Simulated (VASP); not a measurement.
# HfB2 (P6/mmm) in VASP: vibrations by perturbation theory with PBE

Aim: the vibrations by perturbation theory of HfB2 with PBE.

All numbers are computed with VASP 6.6.1; they aren't measurements. Logs are shortened: lines on timing, memory, paths and dates and some standing lists are left out, and cuts for length are marked.

### Step 1. The cell of the first run

It takes space group P6/mmm (No. 191, hexagonal). Conventional cell: a = 3.145 Å, b = 3.145 Å, c = 3.487 Å, α = 90.00°, β = 90.00°, γ = 120.00°. Within 3.3 Å of Hf (site symmetry 6/mmm) lie 12 B at 2.52 Å and 6 Hf at 3.15 Å. Within 2.4 Å of B (site symmetry -6m2) lie 3 B at 1.82 Å.

### Step 2. Vibrations by perturbation theory, PBE

INCAR reads:

```
SYSTEM = HfB2
PREC = Accurate
ENCUT = 520
EDIFF = 1E-8
ISMEAR = 1
SIGMA = 0.2
LREAL = .False.
LASPH = .True.
NELM = 80
ALGO = Normal
ISIF = 2
LWAVE = .False.
LCHARG = .False.
GGA = PE
IBRION = 8
NSW = 1
```

KPOINTS reads:

```
Automatic mesh
0
Gamma
  12 12 10
  0 0 0
```

POSCAR reads:

```
HfB2
1.0
    3.1453441695      0.0000000000      0.0000000000
   -1.5726720848      2.7239479545      0.0000000000
    0.0000000000      0.0000000000      3.4869450722
Hf B
1 2
Direct
    0.0000000000      0.0000000000      0.0000000000
    0.3333333333      0.6666666667      0.5000000000
    0.6666666667      0.3333333333      0.5000000000
```

Potentials or basis: VASP PAW PBE potentials, release 64 (Hf_pv, B).

Run with:

```bash
$ cat potpaw_PBE.64/Hf_pv/POTCAR potpaw_PBE.64/B/POTCAR > POTCAR
$ mpirun -np 1 vasp_std > vasp.out
```

OUTCAR:

```text
SYSTEM = HfB2
   PREC = Accurate
   ENCUT = 520
   EDIFF = 1E-8
   ISMEAR = 1
   LREAL = .False.
   LASPH = .True.
   NELM = 80
   ISIF = 2
   GGA = PE
   IBRION = 8
   NSW = 1

 ion  position               nearest neighbor table
   1  0.000  0.000  0.000-   2 2.52   3 2.52   2 2.52   3 2.52   3 2.52   3 2.52   2 2.52   2 2.52
                             3 2.52   3 2.52   2 2.52   2 2.52
   2  0.333  0.667  0.500-   3 1.82   3 1.82   3 1.82   1 2.52   1 2.52   1 2.52   1 2.52   1 2.52
                             1 2.52
   3  0.667  0.333  0.500-   2 1.82   2 1.82   2 1.82   1 2.52   1 2.52   1 2.52   1 2.52   1 2.52
                             1 2.52

  LATTYP: Found a hexagonal cell.
 ALAT       =     3.1453441695
 C/A-ratio  =     1.1086052541

  Lattice vectors:

 A1 = (   3.1453441695,   0.0000000000,   0.0000000000)
 A2 = (  -1.5726720848,   2.7239479545,   0.0000000000)
 A3 = (   0.0000000000,   0.0000000000,   3.4869450722)

Analysis of symmetry for initial positions (statically):
=====================================================================
 Subroutine PRICEL returns:
 Original cell was already a primitive cell.

 Routine SETGRP: Setting up the symmetry group for a
 hexagonal supercell.

 Subroutine GETGRP returns: Found 24 space group operations
 (whereof 24 operations were pure point group operations)
 out of a pool of 24 trial point group operations.

The static configuration has the point symmetry D_6h.

Analysis of symmetry for dynamics (positions and initial velocities):
=====================================================================
 Subroutine PRICEL returns:
 Original cell was already a primitive cell.

 Routine SETGRP: Setting up the symmetry group for a
 hexagonal supercell.

 Subroutine GETGRP returns: Found 24 space group operations
 (whereof 24 operations were pure point group operations)
 out of a pool of 24 trial point group operations.

The dynamic configuration has the point symmetry D_6h.

 Subroutine INISYM returns: Found 24 space group operations
 (whereof 24 operations are pure point group operations),
 and found     1 'primitive' translations

----------------------------------------------------------------------------------------

                                     Primitive cell

  volume of cell :      29.8753

  direct lattice vectors                    reciprocal lattice vectors
     3.145344169  0.000000000  0.000000000     0.317930232  0.183557105  0.000000000
    -1.572672085  2.723947954  0.000000000     0.000000000  0.367114209  0.000000000
     0.000000000  0.000000000  3.486945072     0.000000000  0.000000000  0.286783984

  length of vectors
     3.145344169  3.145344170  3.486945072     0.367114209  0.367114209  0.286783984

  position of ions in fractional coordinates (direct lattice)
     0.000000000  0.000000000  0.000000000
     0.333333333  0.666666667  0.500000000
     0.666666667  0.333333333  0.500000000

  ion indices of the primitive-cell ions
   primitive index   ion index
                 1           1
                 2           2
                 3           3

----------------------------------------------------------------------------------------

 KPOINTS: Automatic mesh

Automatic generation of k-mesh.
 Grid dimensions read from file:
[... 111 lines left out ...]
  ---------------------------------------------------
  free energy    TOTEN  =       -26.40250730 eV

  energy without entropy =      -26.40173036  energy(sigma->0) =      -26.40224832

 E-fermi :   7.7677     XC(G=0): -12.5713

 val. band max:        7.5951567816   @ k =   0.1667   0.1667   0.2000
 cond. band min:       7.7809156905   @ k =   0.0833   0.0833   0.3000
 fundamental gap:      0.1857589089
 Fermi energy:         7.7676552195

 k-point     1 :       0.0000    0.0000    0.0000
  band No.  band energies     occupation
      1     -23.0247      2.00000
      2     -22.5349      2.00000
      3     -22.5349      2.00000
      4      -6.0945      2.00000
      5       4.6360      2.00000
      6       4.7442      2.00000
      7       4.7442      2.00000
      8       4.8432      2.00000
      9      11.6267     -0.00000
     10      11.6267     -0.00000
     11      12.2566      0.00000
     12      12.2566      0.00000
[... 331 lines left out ...]
 k-point    24 :       0.3333    0.0000    0.1000
  band No.  band energies     occupation
      1     -23.1001      2.00000
      2     -22.9504      2.00000
      3     -22.6629      2.00000
      4      -3.8778      2.00000
      5       0.7083      2.00000
      6       3.7304      2.00000
      7       4.2489      2.00000
      8       5.2357      2.00000
      9       9.8516     -0.00000
     10      10.6483     -0.00000
     11      11.0545     -0.00000
     12      12.5104      0.00000

 [... further k-points ...]

------------------------ aborting loop because EDIFF is reached ----------------------------------------

  FORCE on cell =-STRESS in cart. coord.  units (eV):
  Direction    XX          YY          ZZ          XY          YZ          ZX
  --------------------------------------------------------------------------------------
  -------------------------------------------------------------------------------------
  Total       -0.0992283     -0.0992283     -0.0240835      0.0000000     -0.0000000      0.0000000
  in kB       -5.3214971     -5.3214971     -1.2915721      0.0000000     -0.0000000      0.0000000
  external PRESSURE =      -3.9781888 kB  Pullay stress =       0.0000000 kB

 VOLUME and BASIS-vectors are now :
 -----------------------------------------------------------------------------
  energy-cutoff  :      520.00
  volume of cell :       29.88
      direct lattice vectors                 reciprocal lattice vectors
     3.145344169  0.000000000  0.000000000     0.317930232  0.183557105  0.000000000
    -1.572672085  2.723947954  0.000000000     0.000000000  0.367114209  0.000000000
     0.000000000  0.000000000  3.486945072     0.000000000  0.000000000  0.286783984

 POSITION                                       TOTAL-FORCE (eV/Angst)
 -----------------------------------------------------------------------------------
      0.00000      0.00000      0.00000         0.000000      0.000000      0.000000
     -0.00000      1.81597      1.74347         0.000000      0.000000      0.000000
      1.57267      0.90798      1.74347         0.000000     -0.000000      0.000000
 -----------------------------------------------------------------------------------
    total drift:                               -0.000000      0.000000      0.000000

  FREE ENERGIE OF THE ION-ELECTRON SYSTEM (eV)
  ---------------------------------------------------
  free  energy   TOTEN  =       -26.4025073016 eV

  energy  without entropy=      -26.4017303556  energy(sigma->0) =      -26.40224832

[... ionic steps 2 to 3 ...]

--------------------------------------- Ionic step        4  -------------------------------------------

------------------------ aborting loop because EDIFF is reached ----------------------------------------
[... 11 lines left out ...]
[... ionic steps 8 to 8 ...]

--------------------------------------- Ionic step        9  -------------------------------------------

 Free energy of the ion-electron system (eV)
  ---------------------------------------------------
  ---------------------------------------------------
  free energy    TOTEN  =        -0.04558908 eV

  energy without entropy =       -0.04558908

------------------------ aborting loop because EDIFF is reached ----------------------------------------

 INTERNAL STRAIN TENSOR  FOR ION    2  DIRECTION 3   (eV/Angst):
 -----------------------------------------------------------------------------
    -0.00083 -0.00000  0.00000
     0.00000 -0.00083  0.00000
     0.00000 -0.00000  0.00008

 INTERNAL STRAIN TENSOR FOR ION    3 for displacements in x,y,z  (eV/Angst):
          X           Y           Z          XY          YZ          ZX
  --------------------------------------------------------------------------------
  x     0.00000    -0.00000     0.00000    -1.46543     0.00000     0.00000
  y    -1.46543     1.46543     0.00000    -0.00000     0.00000     0.00000
  z     0.00000     0.00000     0.00000    -0.00000    -0.00000     0.00000

 SECOND DERIVATIVES (NOT SYMMETRIZED)
 ------------------------------------
               1X          1Y          1Z          2X          2Y          2Z          3X          3Y          3Z
  1X   -13.503895    0.000000    0.000000    6.751948   -0.000000    0.000000    6.751948   -0.000000    0.000000
  1Y     0.000000  -13.503895    0.000000   -0.000000    6.751948    0.000000   -0.000000    6.751948    0.000000
  1Z     0.000000    0.000000  -15.266067   -0.000000   -0.000000    7.633034    0.000000    0.000000    7.633034
  2X     6.745245   -0.000000    0.000000  -15.887003    0.000000    0.000000    9.141758   -0.000000    0.000000
  2Y    -0.000000    6.745245    0.000000    0.000000  -15.887003    0.000000   -0.000000    9.141758    0.000000
  2Z     0.000000    0.000000    7.636849    0.000000    0.000000   -9.000851    0.000000    0.000000    1.364002
  3X     6.745245   -0.000000    0.000000    9.141758   -0.000000    0.000000  -15.887003    0.000000    0.000000
  3Y    -0.000000    6.745245    0.000000   -0.000000    9.141758    0.000000    0.000000  -15.887003    0.000000
  3Z     0.000000    0.000000    7.636849    0.000000    0.000000    1.364002    0.000000    0.000000   -9.000851

 Eigenvectors and eigenvalues of the dynamical matrix
 ----------------------------------------------------

   1 f  =   23.786879 THz   149.457372 2PiTHz  793.444893 cm-1    98.374585 meV
             X         Y         Z           dx          dy          dz
      0.000000  0.000000  0.000000    -0.000000   -0.000000   -0.000000
     -0.000000  1.815965  1.743473     0.221054   -0.671666    0.000000
      1.572672  0.907983  1.743473    -0.221054    0.671666   -0.000000
[... 43 lines left out ...]
   9 f/i=    0.002017 THz     0.012671 2PiTHz    0.067270 cm-1     0.008340 meV
             X         Y         Z           dx          dy          dz
      0.000000  0.000000  0.000000     0.943385    0.043347    0.000000
     -0.000000  1.815965  1.743473     0.232290    0.010673    0.000000
      1.572672  0.907983  1.743473     0.232290    0.010673    0.000000

--------------------------------------------------------------------------------------------------------

 ELASTIC MODULI CONTR FROM IONIC RELAXATION (kBar)
 Direction    XX          YY          ZZ          XY          YZ          ZX
 --------------------------------------------------------------------------------
 XX          -9.2028      9.2028      0.0000      0.0000     -0.0000      0.0000
 YY           9.2028     -9.2028      0.0000      0.0000      0.0000     -0.0000
 ZZ           0.0000      0.0000      0.0000      0.0000      0.0000      0.0000
 XY           0.0000      0.0000      0.0000     -9.2028      0.0000     -0.0000
 YZ          -0.0000      0.0000      0.0000      0.0000     -0.0000      0.0000
 ZX           0.0000     -0.0000      0.0000     -0.0000      0.0000     -0.0000
 --------------------------------------------------------------------------------
```

Run time: 8.1 min. Hardware: 1 thread of Intel Xeon 8259CL, shared host; peak memory 0.46 GiB.

Results:

```
Highest phonon frequency at Γ : 793 cm⁻¹
```

Phonon frequencies in cm⁻¹ (negative: imaginary):
```tsv
q point	frequencies
(0.000, 0.000, 0.000)	0 0 0 436 436 464 511 793 793
```

Caveat: spin-orbit coupling is left out, which moves the levels of the heavy elements.
